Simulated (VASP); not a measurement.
Here is a VASP 6.6.1 calculation.

Contents of INCAR:

```
SYSTEM = InSe
ALGO = Normal
EDIFF = 1E-8
ENCUT = 520
GGA = PE
ISIF = 2
ISMEAR = -1
LASPH = .TRUE.
LCHARG = .FALSE.
LEFG = .TRUE.
LREAL = .FALSE.
LWAVE = .FALSE.
NBANDS = 27
NELM = 100
PREC = Accurate
SIGMA = 0.01
```

The input KPOINTS:

```
k-points
0
G
  7 7 7
  0 0 0
```

The input POSCAR:

```
InSe
1.0
    2.0132450671      1.1623475815      8.3717488899
   -2.0132450671      1.1623475815      8.3717488899
    0.0000000000     -2.3246951629      8.3717488899
In Se
2 2
Direct
    0.0000000000      0.0000000000      0.0000000000
    0.1122000000      0.1122000000      0.1122000000
    0.6155000000      0.6155000000      0.6155000000
    0.8300000000      0.8300000000      0.8300000000
```

Potentials or basis: VASP PAW PBE potentials, release 64 (In_d, Se).

Launch:

```console
$ cat potpaw_PBE.64/In_d/POTCAR potpaw_PBE.64/Se/POTCAR > POTCAR
$ mpirun -np 1 vasp_std > vasp.out
```

Q: Predict the largest force.

A: 0.154 eV/Å.

Q: Predict the pressure.

A: 1.8 GPa.

Electric field gradients, principal values (V/Å²):
```tsv
atom	least	middle	greatest (by size)
1 In	50.963	50.963	-101.926
2 In	51.121	51.121	-102.242
3 Se	28.804	28.804	-57.607
4 Se	30.710	30.710	-61.420
```

Caveat: without QUAD_EFG the Cq values of the log hold for a quadrupole moment of 1 mb, not for the nuclei.
